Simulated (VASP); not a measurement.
Here is a VASP 6.6.1 calculation.

File INCAR:

```
SYSTEM = H3C3NO2
ALGO = Normal ; EDIFF = 1E-7
ENCUT = 520 ; GGA = PE
ISIF = 2 ; ISMEAR = -1
IVDW = 12 ; LASPH = .TRUE.
LCHARG = .FALSE. ; LREAL = Auto
LWAVE = .FALSE. ; NBANDS = 67
NELM = 60 ; PREC = Accurate
SIGMA = 0.02
```

KPOINTS

```
k-points
0
G
  1 1 1
  0 0 0
```

Contents of POSCAR:

```
H3C3NO2
1.0
    7.4476350000      0.0000000000      0.0000000000
    0.0000000000      7.4476350000      0.0000000000
    0.0000000000      0.0000000000      7.4476350000
C N H O
9 3 9 6
Direct
    0.7762061379      0.7620002860      0.6632978120
    0.7805028039      0.9570286406      0.6958182027
    0.4550303553      0.0906865065      0.2998132964
    0.5677641291      0.0085799049      0.1700002753
   -0.0576424597      0.2452053571      0.3332333016
    0.0980311199      0.3734071286      0.3573617665
    0.2497034293      0.7814695538      0.5636957235
    0.3415446648      0.2410563890      0.8116267782
    0.6475881270      0.4783531953      0.1131500134
    0.7742726382      1.1115609183      0.7286071350
    0.6706961337     -0.0844160596      0.0885516006
    0.2034471346      0.4693167697      0.4160649656
    0.8002137591      0.7544811205      0.5175736996
    0.8965664939      0.6782018721      0.7065330135
    0.6565842714      0.6950931403      0.7117427210
    0.3380267696      0.0077339988      0.2881585899
    0.5310410620      0.0867792259      0.4280687762
    0.4342720877      0.2239368605      0.2638421459
   -0.0104731233      0.1323507395      0.2553830847
   -0.1182657313      0.1793455238      0.4563462092
   -0.1516991636      0.3039488374      0.2361957856
    0.3598994849      0.7446659241      0.6627070204
    0.1371307804      0.8288402963      0.4634357081
    0.3967165416      0.1268456362      0.7244313128
    0.2942410577      0.3630414219      0.9009302953
    0.7141193144      0.4236781206     -0.0240076212
    0.5800364814      0.5148748562      0.2524156997
```

Potentials or basis: VASP PAW PBE potentials, release 64 (C, N, H, O).

Command:

```bash
$ cat potpaw_PBE.64/C/POTCAR potpaw_PBE.64/N/POTCAR potpaw_PBE.64/H/POTCAR potpaw_PBE.64/O/POTCAR > POTCAR
$ mpirun -np 1 vasp_gam > vasp.out
```

Task: What does it give for the largest force?

Result: 5.137 eV/Å.

Task: Estimate the pressure.

Result: 0.7 GPa.

Stress tensor (GPa, compression positive):
```
 1.44 -0.33  1.34
-0.33  0.32  0.02
 1.34  0.02  0.26
```

Caveat: the k points lie up to 0.84 Å⁻¹ apart.
